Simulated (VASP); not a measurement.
Runs of VASP 6.6.1 on La. The structure is that of space group Fd-3m (No. 227), or close to it. The cells are those of the table. This isn't the form of La at room conditions, which is double hcp.

| cell | k mesh | gap on the mesh (eV) | pressure (GPa) | moment (μB) |
| --- | --- | --- | --- | --- |
| a = 4.887 Å, angles 60.0°, 2 atoms | 9 × 9 × 9 | none | -4.1 | 0.01 |
| a = 4.706 Å, angles 60.0°, 2 atoms | 9 × 9 × 9 | none | -0.1 | 0.00 |
| a = 4.706 Å, angles 60.0°, 2 atoms | 8 × 8 × 8 | none | -0.1 | 0.00 |
| a = 4.828 Å, angles 60.0°, 2 atoms | 9 × 9 × 9 | none | (a) | 0.01 |
| a = 4.768 Å, angles 60.0°, 2 atoms | 9 × 9 × 9 | none | -1.8 | 0.00 |

Alike in all rows: task single point; level r2SCAN; potentials or basis VASP PAW PBE potentials, release 64 (La); spin collinear; cutoff (eV) 520; smearing fermi-dirac 0.05 eV.

**Question.** Estimate the missing entries.

**Answer.** (a) -3.3.

Caveats: the PAW data sets were made with another functional, which shifts forces and pressure a little; spin-orbit coupling is left out, which moves the levels of the heavy elements; the cell stands under tension (at least some runs).

A k mesh can miss the band edges, and the runs leave out spin-orbit coupling on La.

A gap of «none» marks levels without a gap at the run's occupations.
